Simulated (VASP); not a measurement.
# InP in VASP: single point with PBE

Aim: the single point of InP with PBE.

Everything below comes from runs of VASP 6.6.1. Logs are shortened: lines on timing, memory, paths and dates and some standing lists are left out, and cuts for length are marked.

### 1 The cell of the first run

The typed cell holds 4 atoms: a = 3.913 Å, b = 3.913 Å, c = 5.548 Å, α = 90.00°, β = 90.00°, γ = 90.00°.

### 2 Single point, PBE

Contents of INCAR:

```
SYSTEM = InP
PREC = Accurate
ENCUT = 500
EDIFF = 1E-6
ISMEAR = 0
SIGMA = 0.1
LREAL = .FALSE.
LASPH = .TRUE.
NELM = 120
ALGO = Normal
ISIF = 2
LWAVE = .FALSE.
LCHARG = .FALSE.
GGA = PE
NBANDS = 26
GGA_COMPAT = .FALSE.
```

Contents of KPOINTS:

```
Automatic mesh
0
G
  12 12 10
  0 0 0
```

Contents of POSCAR:

```
InP
1.0
    2.7667448969     -2.7667662378      0.0000000000
    2.7667448969      2.7667662378      0.0000000000
    0.0000000000      0.0000000000      5.5483033646
In P
2 2
Direct
    0.7499799838      0.2500200162      0.2500000000
    0.2500200162      0.7499799838      0.7500000000
    0.7500289070      0.2499710930      0.7500000000
    0.2499710930      0.7500289070      0.2500000000
```

Potentials or basis: VASP PAW PBE potentials, release 64 (In_d, P).

Started as:

```bash
$ cat potpaw_PBE.64/In_d/POTCAR potpaw_PBE.64/P/POTCAR > POTCAR
$ mpirun -np 1 vasp_std > vasp.out
```

OUTCAR:

```text
SYSTEM = InP
   PREC = Accurate
   ENCUT = 500
   EDIFF = 1E-6
   ISMEAR = 0
   LREAL = .FALSE.
   LASPH = .TRUE.
   NELM = 120
   ISIF = 2
   GGA = PE

 ion  position               nearest neighbor table
   1  0.750  0.250  0.250-   4 2.77   4 2.77   4 2.77   4 2.77   3 2.77   3 2.77   2 3.92   2 3.92
                             2 3.92   2 3.92   2 3.92   2 3.92   2 3.92   2 3.92
   2  0.250  0.750  0.750-   3 2.77   3 2.77   3 2.77   3 2.77   4 2.77   4 2.77   1 3.92   1 3.92
                             1 3.92   1 3.92   1 3.92   1 3.92   1 3.92   1 3.92
   3  0.750  0.250  0.750-   2 2.77   2 2.77   2 2.77   2 2.77   1 2.77   1 2.77
   4  0.250  0.750  0.250-   1 2.77   1 2.77   1 2.77   1 2.77   2 2.77   2 2.77

  LATTYP: Found a simple tetragonal cell.
 ALAT       =     3.9127832471
 C/A-ratio  =     1.4179940503

  Lattice vectors:

 A1 = (   2.7667448969,  -2.7667662378,   0.0000000000)
 A2 = (   2.7667448969,   2.7667662378,   0.0000000000)
 A3 = (   0.0000000000,   0.0000000000,   5.5483033646)

Analysis of symmetry for initial positions (statically):
=====================================================================
 Subroutine PRICEL returns:
 Original cell was already a primitive cell.

 Routine SETGRP: Setting up the symmetry group for a
 simple tetragonal supercell.

 Subroutine GETGRP returns: Found  8 space group operations
 (whereof  4 operations were pure point group operations)
 out of a pool of 16 trial point group operations.

The static configuration has the point symmetry C_2h.
 The point group associated with its full space group is D_2h.

Analysis of symmetry for dynamics (positions and initial velocities):
=====================================================================
 Subroutine PRICEL returns:
 Original cell was already a primitive cell.

 Routine SETGRP: Setting up the symmetry group for a
 simple tetragonal supercell.

 Subroutine GETGRP returns: Found  8 space group operations
 (whereof  4 operations were pure point group operations)
 out of a pool of 16 trial point group operations.

The dynamic configuration has the point symmetry C_2h.
 The point group associated with its full space group is D_2h.

 Subroutine INISYM returns: Found  8 space group operations
 (whereof  4 operations are pure point group operations),
 and found     1 'primitive' translations

----------------------------------------------------------------------------------------

                                     Primitive cell

  volume of cell :      84.9438

  direct lattice vectors                    reciprocal lattice vectors
     2.766744897 -2.766766238  0.000000000     0.180717782 -0.180716388  0.000000000
[... 88 lines left out ...]
   ENCUT  =  500.0 eV  36.75 Ry    6.06 a.u.   7.13  7.13 10.12*2*pi/ulx,y,z
   NELM   =    120;   NELMIN=  2; NELMDL= -5     # of ELM steps
   EDIFF  = 0.1E-05   stopping-criterion for ELM
   LREAL  =      F    real-space projection
[... 7 lines left out ...]
   TEBEG  =    0.0;   TEEND  =   0.0 temperature during run
   PSTRESS=    0.0 pullay stress
   NELECT =      36.0000    total number of electrons
   NUPDOWN=      -1.0000    fix difference up-down
   EMIN   =  10.00;   EMAX   =-10.00  energy-range for DOS
   EFERMI =   0.00;   METHOD = LEGACY
   ISMEAR =     0;   SIGMA  =   0.10  broadening in eV -4-tet -1-fermi 0-gaus
   EFERMI_NEDOS =   21; number of points for ismear=-14 and -15
   IALGO  =     38    algorithm
   IMIX   =      4    mixing-type and parameters
     AMIX     =   0.40;   BMIX     =  1.00
     AMIX_MAG =   1.60;   BMIX_MAG =  1.00
  volume/ion in A,a.u.               =      21.24       143.31
  Fermi-wavevector in a.u.,A,eV,Ry     =   1.229698  2.323792 20.574141  1.512157
  Thomas-Fermi vector in A             =   2.364575
   LORBIT       =      0    0 simple, 1 ext, 2 COOP (PROOUT), +10 PAW based schemes
   GGA     = PE    functional components
   LHFCALC =     F    Hartree Fock is set to
   AEXX    =    0.0000 exact exchange contribution
   IVDW    =     0    specifies the selected vdW correction
   LEPSILON=     F    determine dielectric tensor
   LRPA    =     F    only Hartree local field effects (RPA)
 non-spin polarized calculation
 Gauss-broadening in eV      SIGMA  =   0.10
  energy-cutoff  :      500.00
  volume of cell :       84.94
 maximum number of plane-waves:      2196
 NGX is ok and might be reduce to    30
   NGX = 15   NGY = 15   NGZ = 21

 number of electron      35.9999997 magnetization

 Free energy of the ion-electron system (eV)
  ---------------------------------------------------
  ext. energy  EPLUGINS =         0.00000000
  ---------------------------------------------------
  free energy    TOTEN  =       -15.83449984 eV

  energy without entropy =      -15.82218313  energy(sigma->0) =      -15.82834149

 E-fermi :   7.0427     XC(G=0): -10.3944

 val. band max:        7.0410671246   @ k =   0.3333   0.0833   0.5000
 cond. band min:       7.0466181589   @ k =   0.1667   0.0833   0.2000
 fundamental gap:      0.0055510344
 Fermi energy:         7.0426522151

 k-point     1 :       0.0000    0.0000    0.0000
  band No.  band energies     occupation
      1      -7.5013      2.00000
      2      -7.2269      2.00000
      3      -7.1918      2.00000
      4      -7.1908      2.00000
      5      -7.1729      2.00000
      6      -7.1710      2.00000
[... 685 lines left out ...]
     25      13.9950      0.00000
     26      14.1196      0.00000

 [... further k-points ...]

------------------------ aborting loop because EDIFF is reached ----------------------------------------

  FORCE on cell =-STRESS in cart. coord.  units (eV):
  Direction    XX          YY          ZZ          XY          YZ          ZX
  --------------------------------------------------------------------------------------
  -------------------------------------------------------------------------------------
  Total       -0.0108423     -0.0112417     -0.0063643      0.0000000     -0.0000000      0.0000000
  in kB       -0.2045039     -0.2120370     -0.1200412      0.0000000     -0.0000000      0.0000000
  external PRESSURE =      -0.1788607 kB  Pullay stress =       0.0000000 kB

 VOLUME and BASIS-vectors are now :
 -----------------------------------------------------------------------------
  energy-cutoff  :      500.00
  volume of cell :       84.94
      direct lattice vectors                 reciprocal lattice vectors
     2.766744897 -2.766766238  0.000000000     0.180717782 -0.180716388  0.000000000
     2.766744897  2.766766238  0.000000000     0.180717782  0.180716388  0.000000000
     0.000000000  0.000000000  5.548303365     0.000000000  0.000000000  0.180235278

 POSITION                                       TOTAL-FORCE (eV/Angst)
 -----------------------------------------------------------------------------------
      2.76674     -1.38327      1.38708         0.000000      0.000100      0.000000
      2.76674      1.38327      4.16123         0.000000     -0.000100     -0.000000
      2.76674     -1.38354      4.16123         0.000000      0.000364      0.000000
      2.76674      1.38354      1.38708         0.000000     -0.000364      0.000000
 -----------------------------------------------------------------------------------
    total drift:                                0.000000      0.000000     -0.000000

  FREE ENERGIE OF THE ION-ELECTRON SYSTEM (eV)
  ---------------------------------------------------
  free  energy   TOTEN  =       -15.8344998392 eV

  energy  without entropy=      -15.8221831341  energy(sigma->0) =      -15.82834149
```

stdout:

```text
POSCAR found type information on POSCAR InP
 POSCAR found :  2 types and       4 ions
 scaLAPACK will be used
 LDA part: xc-table for (Slater+PW92), standard interpolation
 POSCAR, INCAR and KPOINTS ok, starting setup
 FFT: planning ... GRIDC
 FFT: planning ... GRID_SOFT
 FFT: planning ... GRID
 WAVECAR not read
 entering main loop
```

It took 6.1 min on 1 thread of Oxide Virtual Turin-like, shared host; peak memory 0.48 GiB.

What came out:

- Free energy: -15.8345 eV
- Pressure: 0.0 GPa
- Band gap on the k mesh: zero (bands 18 and 19 overlap by 2.62 eV)

Caveat: spin-orbit coupling is left out, which moves the levels of the heavy elements.
